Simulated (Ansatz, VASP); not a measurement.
Two plane-wave programs on MoS2

INCAR

```
ALGO     = Normal         # electronic algorithm
EDIFF    = 1E-7           # SCF threshold, eV
ENCUT    = 520            # plane-wave cutoff, eV
GGA      = PS             # functional
ISIF     = 2              # what is computed and relaxed
ISMEAR   = 0              # smearing method
LASPH    = T              # aspherical terms in the spheres
LCHARG   = F              # write CHGCAR
LREAL    = F              # projectors in reciprocal space
LWAVE    = F              # write WAVECAR
NBANDS   = 49             # bands
NELM     = 60             # most SCF steps
PREC     = Accurate       # precision mode
SIGMA    = 0.02           # smearing width, eV
```

The input KPOINTS:

```
k-points
0
Gamma
  12 12 2
```

Contents of POSCAR:

```
MoS2
1.0
    3.1430697402      0.0000000000      0.0000000000
   -1.5715348701      2.7219782409      0.0000000000
    0.0000000000      0.0000000000     18.8551784641
Mo S
3 6
Direct
    0.0000000000      0.0000000000      0.0002317093
    0.6666666667      0.3333333333      0.3335650426
    0.3333333333      0.6666666667      0.6668983760
    0.3333333333      0.6666666667      0.2509161738
    0.6666666667      0.3333333333      0.0828511168
    0.0000000000      0.0000000000      0.5842495072
    0.3333333333      0.6666666667      0.4161844502
    0.6666666667      0.3333333333      0.9175828405
    0.0000000000      0.0000000000      0.7495177835
```

Input for Ansatz:

```yaml
crystal:
  lattice:
    - [3.1430697414, 0.0, 0.0]
    - [-1.5715348707, 2.7219782419, 0.0]
    - [0.0, 0.0, 18.8551783036]
  atoms:
    - { symbol: Mo, position: [0.0, 0.0, 0.0002317093] }
    - { symbol: Mo, position: [0.6666666667, 0.3333333333, 0.3335650426] }
    - { symbol: Mo, position: [0.3333333333, 0.6666666667, 0.6668983759] }
    - { symbol: S, position: [0.3333333333, 0.6666666667, 0.2509161731] }
    - { symbol: S, position: [0.6666666667, 0.3333333333, 0.0828511176] }
    - { symbol: S, position: [0.0, 0.0, 0.5842495064] }
    - { symbol: S, position: [0.3333333333, 0.6666666667, 0.416184451] }
    - { symbol: S, position: [0.6666666667, 0.3333333333, 0.9175828397] }
    - { symbol: S, position: [0.0, 0.0, 0.7495177843] }
basis:
  ecutwfc: 420
kpoints:
  mp_grid: { grid: [12, 12, 2] }
hamiltonian:
  xc: pbesol
scf:
  occupations: { method: gaussian, width: 0.02 }
output:
  forces: true
  stress: true
  eigenvalues: true
```

Alike in both runs: task single point; functional PBEsol; k mesh 12 × 12 × 2; occupations gaussian, width 0.02 eV; no spin polarisation.

```csv
,VASP,Ansatz
version,VASP 6.6.1,Ansatz 0.2.0
potentials or method,"VASP PAW PBE potentials, release 64 (Mo_sv, S), cutoff 520 eV","scalar-relativistic, plane waves, PAW"
valence electrons in the cell,78,78
```

|  | VASP | Ansatz | Ansatz less VASP |
| --- | --- | --- | --- |
| gap on the k mesh at the Fermi level (eV) | 1.02 | 1.01 | -0.015 |
| least direct gap on the mesh (eV) | 1.80 | 1.80 | -0.005 |
| pressure (GPa) | 0.0 | 0.0 | +0.01 |

VASP's potentials were made for PBE, not for PBEsol. The functional is the same, so the differences come from potentials, cutoffs and numerics.
